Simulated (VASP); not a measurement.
# Bi4Te (R32) in VASP: notebook

Runs on Bi4Te. Level: PBE. Tasks: single point, relaxation of cell and atoms.

All numbers are computed with VASP 6.6.1; they aren't measurements. Logs are shortened: lines on timing, memory, paths and dates and some standing lists are left out, and cuts for length are marked.

## (1) The cell of the first run

The structure is trigonal, space group R32 (No. 155). The conventional cell has a = 6.845 Å, b = 6.845 Å, c = 15.657 Å, α = 90.00°, β = 90.00°, γ = 120.00°. Within 4.3 Å of Bi (site symmetry 32) lie 6 Bi at 3.30 Å. Bi (site symmetry 2) has 2 Te at 3.02 to 3.82 Å and 6 Bi at 3.30 to 3.49 Å within 4.0 Å. Within 4.0 Å of Te (site symmetry 32) lie 6 Bi at 3.02 to 3.82 Å.

The cell was built from a structure type or drawn by symmetry, and may not be a known phase.

## (2) Single point, PBE

INCAR

```
SYSTEM = Bi4Te
PREC = Accurate
ENCUT = 520
EDIFF = 1E-6
ISMEAR = 0
SIGMA = 0.1
LREAL = .False.
LASPH = .True.
NELM = 100
ALGO = Fast
ISIF = 2
LWAVE = .False.
LCHARG = .True.
GGA = PE
LELF = .True.
LVHAR = .True.
NBANDS = 41
```

KPOINTS

```
Automatic mesh
0
Gamma
  6 6 6
  0 0 0
```

POSCAR

```
Bi4Te
1.0
    3.4226924618      1.9760924142      5.2190833801
   -3.4226924618      1.9760924142      5.2190833801
    0.0000000000     -3.9521848284      5.2190833801
Bi Te
4 1
Direct
    0.5000000000      0.5000000000      0.5000000000
    0.5583082263      0.4416917737      0.0000000000
    0.0000000000      0.5583082263      0.4416917737
    0.4416917737      0.0000000000      0.5583082263
    0.0000000000      0.0000000000      0.0000000000
```

Potentials or basis: VASP PAW PBE potentials, release 64 (Bi_d, Te).

On the command line:

```bash
cat potpaw_PBE.64/Bi_d/POTCAR potpaw_PBE.64/Te/POTCAR > POTCAR
mpirun -np 1 vasp_std > vasp.out
```

OUTCAR:

```text
SYSTEM = Bi4Te
   PREC = Accurate
   ENCUT = 520
   EDIFF = 1E-6
   ISMEAR = 0
   LREAL = .False.
   LASPH = .True.
   NELM = 100
   ISIF = 2
   GGA = PE

 ion  position               nearest neighbor table
   1  0.500  0.500  0.500-   4 3.30   3 3.30   4 3.30   3 3.30   2 3.30   2 3.30
   2  0.558  0.442  0.000-   5 3.02   1 3.30   1 3.30   4 3.49   3 3.49   3 3.49   4 3.49
   3  0.000  0.558  0.442-   5 3.02   1 3.30   1 3.30   4 3.49   4 3.49   2 3.49   2 3.49
   4  0.442  0.000  0.558-   5 3.02   1 3.30   1 3.30   3 3.49   3 3.49   2 3.49   2 3.49
   5  0.000  0.000  0.000-   2 3.02   3 3.02   4 3.02

  LATTYP: Found a trigonal (rhomboedric) cell.
 ALAT       =     6.5466477105
 COS(alpha) =     0.4533267669

  Lattice vectors:

 A1 = (   3.4226924618,   1.9760924142,   5.2190833801)
 A2 = (  -3.4226924618,   1.9760924142,   5.2190833801)
 A3 = (   0.0000000000,  -3.9521848284,   5.2190833801)

Analysis of symmetry for initial positions (statically):
=====================================================================
 Subroutine PRICEL returns:
 Original cell was already a primitive cell.

 Routine SETGRP: Setting up the symmetry group for a
 trigonal (rhombohedral) supercell.

 Subroutine GETGRP returns: Found  6 space group operations
 (whereof  6 operations were pure point group operations)
 out of a pool of 12 trial point group operations.

The static configuration has the point symmetry D_3 .

Analysis of symmetry for dynamics (positions and initial velocities):
=====================================================================
 Subroutine PRICEL returns:
 Original cell was already a primitive cell.

 Routine SETGRP: Setting up the symmetry group for a
 trigonal (rhombohedral) supercell.

 Subroutine GETGRP returns: Found  6 space group operations
 (whereof  6 operations were pure point group operations)
 out of a pool of 12 trial point group operations.

The dynamic configuration has the point symmetry D_3 .

 Subroutine INISYM returns: Found  6 space group operations
 (whereof  6 operations are pure point group operations),
 and found     1 'primitive' translations

----------------------------------------------------------------------------------------

                                     Primitive cell

  volume of cell :     211.7974

  direct lattice vectors                    reciprocal lattice vectors
     3.422692462  1.976092414  5.219083380     0.146083823  0.084341535  0.063868176
    -3.422692462  1.976092414  5.219083380    -0.146083823  0.084341535  0.063868176
     0.000000000 -3.952184828  5.219083380     0.000000000 -0.168683069  0.063868176

  length of vectors
     6.546647711  6.546647711  6.546647711     0.180369403  0.180369403  0.180369403

  position of ions in fractional coordinates (direct lattice)
     0.500000000  0.500000000  0.500000000
     0.558308226  0.441691774  0.000000000
     0.000000000  0.558308226  0.441691774
     0.441691774  0.000000000  0.558308226
     0.000000000  0.000000000  0.000000000

  ion indices of the primitive-cell ions
   primitive index   ion index
                 1           1
                 2           2
                 3           3
                 4           4
                 5           5

----------------------------------------------------------------------------------------

 KPOINTS: Automatic mesh

Automatic generation of k-mesh.
 Grid dimensions read from file:
 generate k-points for:    6    6    6

 Generating k-lattice:

  Cartesian coordinates                     Fractional coordinates (reciprocal lattice)
     0.024347304  0.014056922  0.010644696     0.166666667 -0.000000000  0.000000000
    -0.024347304  0.014056922  0.010644696    -0.000000000  0.166666667  0.000000000
     0.000000000 -0.028113845  0.010644696     0.000000000  0.000000000  0.166666667

  Length of vectors
     0.030061567  0.030061567  0.030061567

  Shift w.r.t. Gamma in fractional coordinates (k-lattice)
     0.000000000  0.000000000  0.000000000

 Subroutine IBZKPT returns following result:
 ===========================================

 Found     32 irreducible k-points:

 Following reciprocal coordinates:
            Coordinates               Weight
  0.000000  0.000000  0.000000      1.000000
  0.166667  0.000000 -0.000000      6.000000
  0.333333  0.000000 -0.000000      6.000000
  0.500000  0.000000  0.000000      3.000000
  0.166667  0.166667  0.000000      6.000000
  0.333333  0.166667  0.000000     12.000000
[... 16 lines left out ...]
  0.500000  0.500000  0.166667      6.000000
 -0.333333  0.500000  0.166667     12.000000
 [... further k-points ...]
   k-points           NKPTS =     32   k-points in BZ     NKDIM =     32   number of bands    NBANDS=     41
   number of dos      NEDOS =    301   number of ions     NIONS =      5
   total plane-waves  NPLWV = 125000
   dimension x,y,z NGX =    50 NGY =   50 NGZ =   50
   dimension x,y,z NGXF=   100 NGYF=  100 NGZF=  100
   ions per type =               4   1
   NGX,Y,Z   is equivalent  to a cutoff of  12.70, 12.70, 12.70 a.u.
   NGXF,Y,Z  is equivalent  to a cutoff of  25.39, 25.39, 25.39 a.u.
 SYSTEM =  Bi4Te
   PREC   = accura    normal or accurate (medium, high low for compatibility)
   ISTART =      0    job   : 0-new  1-cont  2-samecut
   ICHARG =      2    charge: 1-file 2-atom 10-const
   ISPIN  =      1    spin polarized calculation?
   LNONCOLLINEAR =      F non collinear calculations
   LSORBIT =      F    spin-orbit coupling
   LASPH  =      T    aspherical Exc in radial PAW
   ENCUT  =  520.0 eV  38.22 Ry    6.18 a.u.  12.17 12.17 12.17*2*pi/ulx,y,z
   NELM   =    100;   NELMIN=  2; NELMDL= -5     # of ELM steps
   EDIFF  = 0.1E-05   stopping-criterion for ELM
   LREAL  =      F    real-space projection
[... 7 lines left out ...]
   TEBEG  =    0.0;   TEEND  =   0.0 temperature during run
   PSTRESS=    0.0 pullay stress
   NELECT =      66.0000    total number of electrons
   NUPDOWN=      -1.0000    fix difference up-down
   EMIN   =  10.00;   EMAX   =-10.00  energy-range for DOS
   EFERMI =   0.00;   METHOD = LEGACY
   ISMEAR =     0;   SIGMA  =   0.10  broadening in eV -4-tet -1-fermi 0-gaus
   EFERMI_NEDOS =   21; number of points for ismear=-14 and -15
   IALGO  =     68    algorithm
   IMIX   =      4    mixing-type and parameters
     AMIX     =   0.40;   BMIX     =  1.00
     AMIX_MAG =   1.60;   BMIX_MAG =  1.00
  volume/ion in A,a.u.               =      42.36       285.86
  Fermi-wavevector in a.u.,A,eV,Ry     =   1.109897  2.097401 16.760622  1.231871
  Thomas-Fermi vector in A             =   2.246442
   LORBIT       =      0    0 simple, 1 ext, 2 COOP (PROOUT), +10 PAW based schemes
   GGA     = PE    functional components
   LHFCALC =     F    Hartree Fock is set to
   AEXX    =    0.0000 exact exchange contribution
   IVDW    =     0    specifies the selected vdW correction
   LEPSILON=     F    determine dielectric tensor
   LRPA    =     F    only Hartree local field effects (RPA)
 non-spin polarized calculation
 RMM-DIIS sequential band-by-band and
 Gauss-broadening in eV      SIGMA  =   0.10
  energy-cutoff  :      520.00
  volume of cell :      211.80
 maximum number of plane-waves:      5729
 NGX is ok and might be reduce to    50
   NGX = 25   NGY = 25   NGZ = 25

 number of electron      65.9999989 magnetization

 Free energy of the ion-electron system (eV)
  ---------------------------------------------------
  ext. energy  EPLUGINS =         0.00000000
  ---------------------------------------------------
  free energy    TOTEN  =       -17.69311831 eV

  energy without entropy =      -17.67428718  energy(sigma->0) =      -17.68370274

 E-fermi :   4.3839     XC(G=0):  -8.3663

 val. band max:        4.3596805584   @ k =   0.5000   0.3333   0.1667
 cond. band min:       4.3996438063   @ k =  -0.3333   0.5000   0.3333
 fundamental gap:      0.0399632479
 Fermi energy:         4.3839370971

 k-point     1 :       0.0000    0.0000    0.0000
  band No.  band energies     occupation
      1     -18.7073      2.00000
      2     -18.6975      2.00000
      3     -18.6975      2.00000
      4     -18.6512      2.00000
      5     -18.6512      2.00000
      6     -18.6237      2.00000
[... 33 lines left out ...]
     40       8.1836      0.00000
     41       9.2447      0.00000

 k-point     2 :       0.1667    0.0000   -0.0000
  band No.  band energies     occupation
      1     -18.7172      2.00000
      2     -18.6960      2.00000
      3     -18.6756      2.00000
      4     -18.6538      2.00000
      5     -18.6514      2.00000
      6     -18.6203      2.00000
[... 33 lines left out ...]
     40       8.2400      0.00000
     41       8.6040      0.00000

 k-point     3 :       0.3333    0.0000   -0.0000
  band No.  band energies     occupation
      1     -18.7167      2.00000
      2     -18.6919      2.00000
      3     -18.6669      2.00000
      4     -18.6568      2.00000
      5     -18.6408      2.00000
      6     -18.6155      2.00000
[... 33 lines left out ...]
     40       8.3483      0.00000
     41       8.7410      0.00000

 k-point     4 :       0.5000    0.0000    0.0000
  band No.  band energies     occupation
      1     -18.7121      2.00000
      2     -18.6830      2.00000
      3     -18.6830      2.00000
      4     -18.6563      2.00000
      5     -18.6298      2.00000
      6     -18.6102      2.00000
[... 825 lines left out ...]
     40       8.1861      0.00000
     41       8.5177      0.00000

 k-point    23 :       0.5000    0.5000    0.1667
  band No.  band energies     occupation
      1     -18.7113      2.00000
      2     -18.6918      2.00000
      3     -18.6688      2.00000
      4     -18.6502      2.00000
      5     -18.6365      2.00000
      6     -18.6045      2.00000
[... 33 lines left out ...]
     40       8.2128      0.00000
     41       9.9923      0.00000

 k-point    24 :      -0.3333    0.5000    0.1667
  band No.  band energies     occupation
      1     -18.7057      2.00000
      2     -18.6901      2.00000
      3     -18.6791      2.00000
      4     -18.6509      2.00000
      5     -18.6253      2.00000
      6     -18.6045      2.00000
[... 33 lines left out ...]
     40       7.9808      0.00000
     41       9.3449      0.00000

 [... further k-points ...]

------------------------ aborting loop because EDIFF is reached ----------------------------------------

  FORCE on cell =-STRESS in cart. coord.  units (eV):
  Direction    XX          YY          ZZ          XY          YZ          ZX
  --------------------------------------------------------------------------------------
  -------------------------------------------------------------------------------------
  Total       -0.0966014     -0.0966014     -0.0843909      0.0000000      0.0000000      0.0000000
  in kB       -0.7307580     -0.7307580     -0.6383892      0.0000000      0.0000000      0.0000000
  external PRESSURE =      -0.6999684 kB  Pullay stress =       0.0000000 kB

 VOLUME and BASIS-vectors are now :
 -----------------------------------------------------------------------------
  energy-cutoff  :      520.00
  volume of cell :      211.80
      direct lattice vectors                 reciprocal lattice vectors
     3.422692462  1.976092414  5.219083380     0.146083823  0.084341535  0.063868176
    -3.422692462  1.976092414  5.219083380    -0.146083823  0.084341535  0.063868176
     0.000000000 -3.952184828  5.219083380     0.000000000 -0.168683069  0.063868176

 POSITION                                       TOTAL-FORCE (eV/Angst)
 -----------------------------------------------------------------------------------
      0.00000      0.00000      7.82863        -0.000000      0.000000     -0.000000
      0.39914      1.97609      5.21908         0.004094      0.000000      0.000000
     -1.91092     -0.64238      5.21908        -0.002047      0.003545     -0.000000
      1.51178     -1.33371      5.21908        -0.002047     -0.003545     -0.000000
      0.00000      0.00000      0.00000        -0.000000      0.000000     -0.000000
 -----------------------------------------------------------------------------------
    total drift:                                0.000000      0.000000     -0.000000

  FREE ENERGIE OF THE ION-ELECTRON SYSTEM (eV)
  ---------------------------------------------------
  free  energy   TOTEN  =       -17.6931183050 eV

  energy  without entropy=      -17.6742871834  energy(sigma->0) =      -17.68370274
```

Wall time 5.6 min (1 thread of Intel Xeon Platinum 8488C (Sapphire Rapids), shared host); peak memory 0.47 GiB.

What came out:

```
Free energy            : -17.6931 eV
Pressure               : -0.1 GPa
Largest force          : 0.004 eV/Å
Band gap on the k mesh : zero (bands 33 and 34 overlap by 1.98 eV)
```

Forces in eV/Å, atoms in the order of the input:
```
Bi   0.000  0.000  0.000
Bi   0.004  0.000  0.000
Bi  -0.002  0.004  0.000
Bi  -0.002 -0.004  0.000
Te   0.000  0.000  0.000
```

Caveat: spin-orbit coupling is left out, which moves the levels of the heavy elements.

(Part 1 of 2 ends here.)
